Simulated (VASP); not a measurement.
# CoSi16 (a cell with a defect) in VASP: single point with PBE

Aim: the single point of CoSi16 (a cell with a defect) with PBE.

Program: VASP 6.6.1. These are calculated values, not measurements. Logs are shortened: lines on timing, memory, paths and dates and some standing lists are left out, and cuts for length are marked.

**1. The cell of the first run**

The cell holds a defect, 17 atoms: a = 7.736 Å, b = 7.736 Å, c = 7.736 Å, α = 60.00°, β = 60.00°, γ = 60.00°.

**2. Single point, PBE, collinear spin, ferromagnetic start**

Input file INCAR:

```
PREC = Accurate
ENCUT = 520
EDIFF = 1E-6
ISMEAR = 0
SIGMA = 0.02
LREAL = Auto
LASPH = True
NELM = 150
ALGO = Fast
ISIF = 2
LWAVE = False
LCHARG = True
ISPIN = 2
MAGMOM = 0 0 0 0 0 0 0 0 0 0 0 0 0 0 0 0 1.05
LORBIT = 11
LMAXMIX = 4
GGA = PE
LELF = True
LVHAR = True
NBANDS = 54
```

Input file KPOINTS:

```
regular mesh
0
Gamma
  2 2 2
```

Input file POSCAR:

```
CoSi16
1.0
    0.0000000000      5.4700937627     -5.4700937627
    5.4700937627      5.4700937627      0.0000000000
    5.4700937627      0.0000000000     -5.4700937627
Si Co
16 1
Direct
    0.1348805947      0.1321382286      0.1217164694
    0.1323945313      0.6212583636      0.1158262596
    0.6151419237      0.1319123641      0.1201580866
    0.6298415803      0.6252548216      0.1163920634
    0.1147806651      0.1143106548      0.6578602043
    0.1286396597      0.6259126714      0.6174091609
    0.6279011200      0.1259206935      0.6192462409
    0.6295094105      0.6264116574      0.6166679487
    0.2513022737      0.7536448512      0.2468829710
    0.2388844793      0.2467053690      0.2797430111
    0.7507651931      0.7535280342      0.2460990722
    0.7528354501      0.2482770056      0.2487654799
    0.2562634318      0.7415637055      0.7473491639
    0.2545701336      0.2525897288      0.7533475071
    0.7539972218      0.7510437075      0.7421232023
    0.7414167245      0.2531296647      0.7517975337
   -0.0324192798     -0.0292160440      0.0973101236
```

Potentials or basis: VASP PAW PBE potentials, release 64 (Si, Co).

On the command line:

```console
$ cat potpaw_PBE.64/Si/POTCAR potpaw_PBE.64/Co/POTCAR > POTCAR
$ mpirun -np 1 vasp_std > vasp.out
```

OUTCAR:

```text
PREC = Accurate
   ENCUT = 520
   EDIFF = 1E-6
   ISMEAR = 0
   LREAL = Auto
   LASPH = True
   NELM = 150
   ISIF = 2
   ISPIN = 2
   LORBIT = 11
   GGA = PE

 ion  position               nearest neighbor table
   1  0.135  0.132  0.122-  17 2.32  14 2.33  10 2.39   9 2.39  12 2.41
   2  0.132  0.621  0.116-  17 2.30  13 2.33  10 2.38  11 2.41   9 2.42
   3  0.615  0.132  0.120-  17 2.31  16 2.33  10 2.39  11 2.39  12 2.42
   4  0.630  0.625  0.116-  15 2.36  12 2.38   9 2.39  11 2.39
   5  0.115  0.114  0.658-  13 2.37  16 2.37  14 2.37  10 2.39  17 2.78
   6  0.129  0.626  0.617-   9 2.34  13 2.36  14 2.36  15 2.37
   7  0.628  0.126  0.619-  12 2.34  16 2.36  14 2.36  15 2.37
   8  0.630  0.626  0.617-  11 2.34  13 2.36  16 2.36  15 2.37
   9  0.251  0.754  0.247-   6 2.34   4 2.39   1 2.39   2 2.42  17 2.43
  10  0.239  0.247  0.280-   2 2.38   3 2.39   5 2.39   1 2.39
  11  0.751  0.754  0.246-   8 2.34   3 2.39   4 2.39   2 2.41  17 2.43
  12  0.753  0.248  0.249-   7 2.34   4 2.38  17 2.40   1 2.41   3 2.42
  13  0.256  0.742  0.747-   2 2.33   6 2.36   8 2.36   5 2.37
  14  0.255  0.253  0.753-   1 2.33   7 2.36   6 2.36   5 2.37
  15  0.754  0.751  0.742-   4 2.36   8 2.37   6 2.37   7 2.37
  16  0.741  0.253  0.752-   3 2.33   7 2.36   8 2.36   5 2.37
  17  0.968  0.971  0.097-   2 2.30   3 2.31   1 2.32  12 2.40   9 2.43  11 2.43   5 2.78

  LATTYP: Found a face centered cubic cell.
 ALAT       =    10.9401875254

  Lattice vectors:

 A1 = (   0.0000000000,   5.4700937627,  -5.4700937627)
 A2 = (   5.4700937627,   5.4700937627,   0.0000000000)
 A3 = (   5.4700937627,   0.0000000000,  -5.4700937627)

Analysis of symmetry for initial positions (statically):
=====================================================================
 Subroutine PRICEL returns:
 Original cell was already a primitive cell.

 Routine SETGRP: Setting up the symmetry group for a
 face centered cubic supercell.

 Subroutine GETGRP returns: Found  1 space group operations
 (whereof  1 operations were pure point group operations)
 out of a pool of 48 trial point group operations.

The static configuration has the point symmetry C_1 .

Analysis of symmetry for dynamics (positions and initial velocities):
=====================================================================
 Subroutine PRICEL returns:
 Original cell was already a primitive cell.

 Routine SETGRP: Setting up the symmetry group for a
 face centered cubic supercell.

 Subroutine GETGRP returns: Found  1 space group operations
[... 174 lines left out ...]
  ext. energy  EPLUGINS =         0.00000000
  ---------------------------------------------------
  free energy    TOTEN  =       -91.35126631 eV

  energy without entropy =      -91.35126292  energy(sigma->0) =      -91.35126462

 E-fermi :   6.2123     XC(G=0):  -9.5905

 val. band max:        6.1630047627   @ k =   0.0000   0.0000   0.5000
 cond. band min:       6.2620586047   @ k =   0.5000   0.5000   0.5000
 fundamental gap:      0.0990538419
 Fermi energy:         6.2122699375

 spin component 1

 k-point     1 :       0.0000    0.0000    0.0000
  band No.  band energies     occupation
      1      -5.9503      1.00000
      2      -3.6737      1.00000
      3      -3.6564      1.00000
      4      -3.6535      1.00000
      5      -3.5409      1.00000
      6      -1.9799      1.00000
[... 397 lines left out ...]
     47      10.1898      0.00000
     48      10.3018      0.00000
 Fermi energy:         6.2122699375

 spin component 2

 k-point     1 :       0.0000    0.0000    0.0000
  band No.  band energies     occupation
      1      -5.9393      1.00000
      2      -3.6599      1.00000
      3      -3.6458      1.00000
      4      -3.6377      1.00000
      5      -3.5334      1.00000
      6      -1.9678      1.00000
[... 397 lines left out ...]
     47      10.1978      0.00000
     48      10.3169      0.00000
 [bands above 48 left out]

------------------------ aborting loop because EDIFF is reached ----------------------------------------

  FORCE on cell =-STRESS in cart. coord.  units (eV):
  Direction    XX          YY          ZZ          XY          YZ          ZX
  --------------------------------------------------------------------------------------
  -------------------------------------------------------------------------------------
  Total        1.4987857      0.8364019      0.9584898     -1.4872096      1.6337433     -1.5057645
  in kB        7.3356031      4.0936555      4.6911982     -7.2789452      7.9961348     -7.3697597
  external PRESSURE =       5.3734856 kB  Pullay stress =       0.0000000 kB

 VOLUME and BASIS-vectors are now :
 -----------------------------------------------------------------------------
  energy-cutoff  :      520.00
  volume of cell :      327.35
      direct lattice vectors                 reciprocal lattice vectors
     0.000000000  5.470093763 -5.470093763    -0.091406111  0.091406111 -0.091406111
     5.470093763  5.470093763  0.000000000     0.091406111  0.091406111  0.091406111
     5.470093763  0.000000000 -5.470093763     0.091406111 -0.091406111 -0.091406111

 POSITION                                       TOTAL-FORCE (eV/Angst)
 -----------------------------------------------------------------------------------
      1.38861      1.46062     -1.40361        -0.001177      0.001427     -0.005318
      4.03192      4.12255     -1.35779        -0.005327     -0.004750     -0.008513
      1.37885      4.08646     -4.02216         0.003358     -0.005333      0.000767
      4.05688      6.86549     -4.08197        -0.004186      0.011028      0.008006
      4.22385      1.25315     -4.22642        -0.010110      0.008991      0.008434
      6.80109      4.12747     -4.08096        -0.003206      0.006602     -0.002625
[... 9 lines left out ...]
      5.49705      5.44026     -8.16802         0.001570      0.001735     -0.005317
      5.84257     10.60304     -5.82505         0.034180     -0.035033     -0.030849
 -----------------------------------------------------------------------------------
    total drift:                                0.001432      0.003672      0.002383

  FREE ENERGIE OF THE ION-ELECTRON SYSTEM (eV)
  ---------------------------------------------------
  free  energy   TOTEN  =       -91.3512663095 eV

  energy  without entropy=      -91.3512629243  energy(sigma->0) =      -91.35126462

 total charge

# of ion       s       p       d       tot
------------------------------------------
    1        0.736   0.943   0.000   1.679
    2        0.738   0.942   0.000   1.680
    3        0.736   0.943   0.000   1.679
    4        0.746   0.915   0.000   1.660
    5        0.731   0.938   0.000   1.668
    6        0.746   0.943   0.000   1.688
[... 9 lines left out ...]
   16        0.746   0.936   0.000   1.681
   17        0.407   0.447   7.601   8.456
--------------------------------------------------
tot         12.278  15.378   7.601  35.257

 magnetization (x)

# of ion       s       p       d       tot
------------------------------------------
    1       -0.000   0.011   0.000   0.011
    2        0.000   0.005   0.000   0.005
    3       -0.000   0.010   0.000   0.010
    4       -0.001   0.001   0.000  -0.000
    5       -0.000   0.005   0.000   0.005
    6       -0.001   0.001   0.000   0.000
[... 9 lines left out ...]
   16       -0.001   0.004   0.000   0.003
   17        0.001   0.000   0.347   0.348
--------------------------------------------------
tot         -0.006   0.087   0.347   0.428
```

OSZICAR:

```text
N       E                     dE             d eps       ncg     rms          rms(c)
DAV:   1     0.260205056073E+03    0.26021E+03   -0.26717E+04  1728   0.114E+03
DAV:   2    -0.635795716159E+02   -0.32378E+03   -0.30092E+03  1844   0.204E+02
DAV:   3    -0.926983821212E+02   -0.29119E+02   -0.27759E+02  2222   0.663E+01
DAV:   4    -0.937941405419E+02   -0.10958E+01   -0.10783E+01  2200   0.132E+01
[... 10 lines left out ...]
RMM:  15    -0.913512514527E+02   -0.29663E-04   -0.58796E-04  2142   0.828E-02    0.307E-02
RMM:  16    -0.913512616416E+02   -0.10189E-04   -0.14412E-04  2398   0.403E-02    0.360E-02
RMM:  17    -0.913512671367E+02   -0.54951E-05   -0.28048E-05  2247   0.188E-02    0.148E-02
RMM:  18    -0.913512659710E+02    0.11657E-05   -0.88282E-06  2061   0.124E-02    0.365E-03
RMM:  19    -0.913512663095E+02   -0.33854E-06   -0.25034E-06  1566   0.585E-03
   1 F= -.91351266E+02 E0= -.91351265E+02  d E =-.338527E-05  mag=     0.4998
```

It took 5.8 min on 1 thread of Oxide Virtual Turin-like, shared host; peak memory 0.69 GiB.

What came out:

```yaml
Free_energy: -91.3513 eV
Pressure: 0.5 GPa
Largest_force: 0.058 eV/Å
Net_moment: 0.50 μB per cell
Site_moments: Si +0.01, -0.00, +0.00 (each value once); Co +0.35 μB
Valence_electrons_inside_the_program's_atomic_spheres: Si 1.68, 1.66, 1.67, 1.69, 1.65 (each value once); Co 8.46
```

Forces in eV/Å, atoms in the order of the input:
```
Si  -0.001  0.001 -0.005
Si  -0.005 -0.005 -0.009
Si   0.003 -0.005  0.001
Si  -0.004  0.011  0.008
Si  -0.010  0.009  0.008
Si  -0.003  0.007 -0.003
Si   0.004  0.006  0.004
Si  -0.003 -0.003  0.005
Si  -0.003  0.001 -0.009
Si  -0.018  0.008  0.010
Si  -0.003 -0.013  0.004
Si   0.012  0.003  0.007
Si   0.006  0.002 -0.001
Si   0.000 -0.002  0.003
Si  -0.010  0.013  0.012
Si   0.002  0.002 -0.005
Co   0.034 -0.035 -0.031
```

Levels at points of the mesh, in eV from the Fermi level:
Spin up:
| k point | band 35 | band 36 | band 37 | band 38 | band 39 | band 40 |
| --- | --- | --- | --- | --- | --- | --- |
| (0.00, 0.00, 0.00) | -0.40 | -0.08 | 0.12 | 0.22 | 0.56 | 0.60 |
| (0.50, 0.00, 0.00) | -0.41 | -0.40 | -0.18 | 0.78 | 1.24 | 1.28 |
| (0.00, 0.50, 0.00) | -0.43 | -0.37 | -0.15 | 0.82 | 1.22 | 1.29 |
| (0.00, 0.00, 0.50) | -0.68 | -0.05 | 0.08 | 0.86 | 1.07 | 1.43 |
| (0.50, 0.50, 0.50) | -0.41 | -0.40 | -0.19 | 0.77 | 1.24 | 1.28 |
| (0.50, 0.50, 0.00) | -0.65 | -0.56 | -0.32 | 0.83 | 1.19 | 2.02 |
| (0.00, 0.50, 0.50) | -0.66 | -0.55 | -0.25 | 0.82 | 1.20 | 2.02 |
| (0.50, 0.00, 0.50) | -0.66 | -0.56 | -0.30 | 0.82 | 1.19 | 2.02 |
Spin down:
```tsv
k point	band 34	band 35	band 36	band 37	band 38	band 39
(0.00, 0.00, 0.00)	-0.33	-0.29	-0.06	0.18	0.26	0.60
(0.50, 0.00, 0.00)	-0.57	-0.29	-0.26	0.06	0.82	1.26
(0.00, 0.50, 0.00)	-0.57	-0.31	-0.25	0.09	0.85	1.24
(0.00, 0.00, 0.50)	-0.43	-0.40	0.08	0.16	0.89	1.07
(0.50, 0.50, 0.50)	-0.57	-0.28	-0.26	0.05	0.81	1.26
(0.50, 0.50, 0.00)	-0.53	-0.47	-0.25	-0.17	0.85	1.25
(0.00, 0.50, 0.50)	-0.54	-0.49	-0.23	-0.13	0.85	1.25
(0.50, 0.00, 0.50)	-0.53	-0.48	-0.25	-0.16	0.85	1.25
```

Caveat: the k points lie up to 0.50 Å⁻¹ apart.
